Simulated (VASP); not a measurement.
The system is TaSi5B2.

```xyz
8
Lattice="5.0486 0.0000 0.0000 -2.5243 4.3722 0.0000 0.0000 0.0000 5.4026" Properties=species:S:1:pos:R:3 pbc="T T T"
Ta    0.0000    0.0000    2.7013
Si    0.0000    2.9148    0.0000
Si    2.5243    1.4574    0.0000
Si    2.5243    0.0000    2.7013
Si   -1.2622    2.1861    2.7013
Si    1.2622    2.1861    2.7013
B     0.0000    2.9148    2.7013
B     2.5243    1.4574    2.7013
```

The cell was built from a structure type or drawn by symmetry, and may not be a known phase.

```yaml
Program: VASP 6.6.1
Task: relaxation of cell and atoms
Functional: PBE
Potentials_or_basis: VASP PAW PBE potentials, release 64 (Ta_pv, Si, B)
Cutoff: 500 eV
k_mesh: 4 × 4 × 3
Occupations: gaussian, width 0.2 eV
Spin: no spin polarisation
```

At the start: pressure 83.9 GPa; volume 14.91 Å³/atom.

Task: How do energy, volume and symmetry change on relaxing?

Result: Over 18 steps the energy falls by 2685.3 meV/atom and the volume is 18.71 Å³/atom (+25.5 %); space group P6/mmm (No. 191, to 0.1 Å) before and after.

Step by step:
```
step  energy change (eV)  largest force (eV/Å)  pressure (GPa)  volume (Å³)
   1              0.0000                0.0000           83.87       119.26
   2            -12.2182                0.0000          -10.79       290.23
   3            -19.2940                0.0000           -3.38       192.59
   4            -19.3192                0.0000           -2.64       190.29
   5            -19.3265                0.0000           -1.87       188.12
   6            -19.5150                0.0000           -1.27       181.75
   7            -19.6381                0.0000           -0.53       174.57
   8            -19.9427                0.0000            0.16       160.13
   9            -20.7516                0.0000           13.79       130.96
  10            -20.3537                0.0000            0.46       151.78
  11            -21.0355                0.0000            4.37       141.39
  12            -21.0805                0.0000            8.44       136.18
  13            -21.1017                0.0000            6.81       138.09
  14            -21.1805                0.0000            7.46       137.54
  15            -21.1876                0.0000            7.87       137.25
  16            -21.2900                0.0000            6.17       139.54
  17            -21.4633                0.0000            1.78       146.55
  18            -21.4821                0.0000            0.17       149.65
```

Final structure:
```yaml
crystal:
  lattice:
    - [6.69167, 0.00000, 0.00000]
    - [-3.34584, 5.79516, 0.00000]
    - [0.00000, 0.00000, 3.85900]
  atoms:
    - { symbol: Ta, position: [0.00000, 0.00000, 0.50000] }
    - { symbol: Si, position: [0.33333, 0.66667, 0.00000] }
    - { symbol: Si, position: [0.66667, 0.33333, 0.00000] }
    - { symbol: Si, position: [0.50000, 0.00000, 0.50000] }
    - { symbol: Si, position: [0.00000, 0.50000, 0.50000] }
    - { symbol: Si, position: [0.50000, 0.50000, 0.50000] }
    - { symbol: B, position: [0.33333, 0.66667, 0.50000] }
    - { symbol: B, position: [0.66667, 0.33333, 0.50000] }
```

Caveat: the k points lie up to 0.54 Å⁻¹ apart in the final cell, too coarse for converged energies and pressures of a metal; the volume moved by over 15 % at a fixed basis, so the end points are rough.
